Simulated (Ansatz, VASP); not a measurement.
# One calculation of Si, two programs

```xyz
6
Lattice="12.6000 0.0000 0.0000 0.0000 12.9000 0.0000 0.0000 0.0000 13.2000" Properties=species:S:1:pos:R:3 pbc="T T T"
Si    5.2712    8.6562    5.5400
Si    5.2019    7.1491    7.3076
Si    5.0572    5.3163    8.7005
Si    6.9040    5.3431    7.3183
Si    6.6639    6.8088    5.3244
Si    8.4892    5.4094    5.6254
```

Alike in both runs: functional PBE; k mesh 1 × 1 × 1; occupations gaussian, width 0.05 eV; collinear spin.

Ansatz relaxed the structure, and its values are those at the end. VASP's run is a single point on that final structure, the one shown.

```csv
,VASP,Ansatz
version,VASP 6.6.1,Ansatz 0.2.0
potentials or method,"VASP PAW PBE potentials, release 64 (Si), cutoff 400 eV","scalar-relativistic, plane waves, PAW"
valence electrons in the cell,24,24
```

|  | VASP | Ansatz | Ansatz less VASP |
| --- | --- | --- | --- |
| gap on the k mesh at the Fermi level (eV) | 0.66 | 0.65 | -0.010 |
| rms of the force components (eV/Å) | 0.011 | 0.007 | -0.0044 |
| net moment per atom (μB) | 0.33 | 0.33 | 0.000 |
| size of the moment on the site where the two differ most (μB) | 0.06 | 0.06 | +0.008 |

Site moments also hang on the region over which each program counts them. The functional is the same, so the differences come from potentials, cutoffs and numerics. Ansatz's warnings: xc potential rough in thin density.
